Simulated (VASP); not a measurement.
Crystal: Sc2GaSbAs2.

```
CELL_PARAMETERS angstrom
4.49186 0.00000 0.00000
0.00000 4.49186 0.00000
0.00000 0.00000 6.56347
ATOMIC_POSITIONS crystal
Sc 0.50000 0.00000 0.99498
Sc 0.00000 0.50000 0.99498
Ga 0.00000 0.00000 0.68333
Sb 0.50000 0.50000 0.30625
As 0.50000 0.50000 0.74203
As 0.00000 0.00000 0.27842
```

The cell was generated, and may not be a known phase.

| Quantity | Value |
| --- | --- |
| Program | VASP 6.6.1 |
| Task | relaxation of cell and atoms |
| Functional | PBE |
| Potentials or basis | VASP PAW PBE potentials, release 64 (Sc_sv, Ga_d, Sb, As) |
| Cutoff | 600 eV |
| k mesh | 8 × 8 × 6 |
| Occupations | gaussian, width 0.1 eV |
| Spin | no spin polarisation |

At the start: pressure 0.2 GPa; volume 22.07 Å³/atom.

Problem. How do energy, volume and symmetry change on relaxing?

Solution. Over 16 steps the energy falls by 15.1 meV/atom and the volume is 22.79 Å³/atom (+3.3 %); space group P4mm (No. 99, to 0.1 Å) before and after.

The path:
```tsv
step	energy change (eV)	largest force (eV/Å)	pressure (GPa)	volume (Å³)
1	0.0000	0.0998	0.18	132.43
2	-0.0269	0.0573	-0.03	132.90
3	-0.0617	0.3585	-0.20	134.16
4	-0.0627	0.2772	-0.22	133.92
5	-0.0771	0.1617	0.46	133.32
6	-0.0784	0.1400	0.75	133.07
7	-0.0865	0.0743	-0.06	135.52
8	-0.0865	0.0751	-0.06	135.51
9	-0.0875	0.0557	-0.02	135.56
10	-0.0888	0.0699	0.07	135.68
11	-0.0888	0.0903	0.27	135.91
12	-0.0892	0.0827	0.19	135.80
13	-0.0897	0.0677	0.08	136.15
14	-0.0902	0.0587	-0.10	136.81
15	-0.0906	0.0296	-0.03	136.77
16	-0.0907	0.0074	0.02	136.75
```

Final structure:
```
Sc Ga Sb As
1.0
     4.72439    0.00000    0.00000
     0.00000    4.72439    0.00000
     0.00000    0.00000    6.12678
Sc Ga Sb As
2 1 1 2
Direct
  0.50000 0.00000 0.99848
  0.00000 0.50000 0.99848
  0.00000 0.00000 0.68283
  0.50000 0.50000 0.30162
  0.50000 0.50000 0.75272
  0.00000 0.00000 0.26589
```
